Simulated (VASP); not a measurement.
Set up this calculation in VASP 6.6.1, as the native input.

* Task: single point
* Functional: LDA
* Potentials or basis: VASP PAW LDA potentials, release 64 (C)
* Cutoff: 600 eV
* k mesh: 14 × 14 × 14
* Occupations: fermi-dirac, width 0.1 eV
* Spin: no spin polarisation
* Dipole correction: no
* Further INCAR settings: ALGO = Normal; EDIFF = 1e-06; NBANDS = 11

The structure of C lies in POSCAR:

```
C
1.0
    0.0000000000      2.1480607756      3.3811506708
    1.2401592066      0.0000000000      3.3811506708
    1.2401592066      2.1480607756      0.0000000000
C
2
Direct
    0.1666666667      0.8333333333      0.1666666667
    0.8333333333      0.1666666667      0.8333333333
```

One way to write it, as run:

INCAR

```
PREC = Accurate
ENCUT = 600
EDIFF = 1E-6
ISMEAR = -1
SIGMA = 0.1
LREAL = F
LASPH = T
NELM = 120
ALGO = Normal
ISIF = 2
LWAVE = F
LCHARG = F
GGA = CA
NBANDS = 11
GGA_COMPAT = F
```

KPOINTS

```
regular mesh
0
Gamma
  14 14 14
```

Potentials or basis: VASP PAW LDA potentials, release 64 (C).

Command:

```bash
$ cat potpaw_LDA.64/C/POTCAR > POTCAR
$ mpirun -np 1 vasp_std > vasp.out
```

It gave:

- Pressure: -11.3 GPa
- Largest force: 0.023 eV/Å

Caveat: the cell stands under tension.

Wall time 2.2 min on 1 thread of Intel Xeon 8259CL (shared host), peak memory 0.19 GiB.
